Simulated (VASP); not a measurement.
A run of VASP 6.6.1:

File INCAR:

```
ALGO = Normal
EDIFF = 1E-6
ENCUT = 520
ISIF = 2
ISMEAR = 1
LASPH = True
LCHARG = False
LREAL = False
LWAVE = False
NBANDS = 53
NELM = 60
PREC = Accurate
SIGMA = 0.1
```

The input KPOINTS:

```
k-points
0
Gamma
  6 6 3
```

Contents of POSCAR:

```
SrCu2Sb2
1.0
    4.3757737673      0.0000000000      0.0000000000
    0.0000000000      4.3757737673      0.0000000000
    0.0000000000      0.0000000000     10.3105509792
Sr Cu Sb
2 4 4
Direct
    0.5000000000      0.0000000000      0.2366100000
    0.0000000000      0.5000000000      0.7633900000
    0.5000000000      0.0000000000      0.6329100000
    0.0000000000      0.0000000000      0.0000000000
    0.0000000000      0.5000000000      0.3670900000
    0.5000000000      0.5000000000      0.0000000000
    0.0000000000      0.5000000000      0.1285300000
    0.5000000000      0.5000000000      0.5000000000
    0.0000000000      0.0000000000      0.5000000000
    0.5000000000      0.0000000000      0.8714700000
```

Potentials or basis: VASP PAW LDA potentials, release 64 (Sr_sv, Cu, Sb).

Command:

```sh
$ cat potpaw_LDA.64/Sr_sv/POTCAR potpaw_LDA.64/Cu/POTCAR potpaw_LDA.64/Sb/POTCAR > POTCAR
$ mpirun -np 1 vasp_std > vasp.out
```

Hardware: 1 thread of Intel(R) Xeon(R) Platinum 8259CL CPU @ 2.50GHz (Skylake/Cascade Lake) (shared host).

**Question.** Estimate the wall time of this run.

**Answer.** It took 4.7 min on 1 thread of Intel(R) Xeon(R) Platinum 8259CL CPU @ 2.50GHz (Skylake/Cascade Lake), on a shared host, peak memory 0.36 GiB. Counts: scf iterations 18, k points 20.
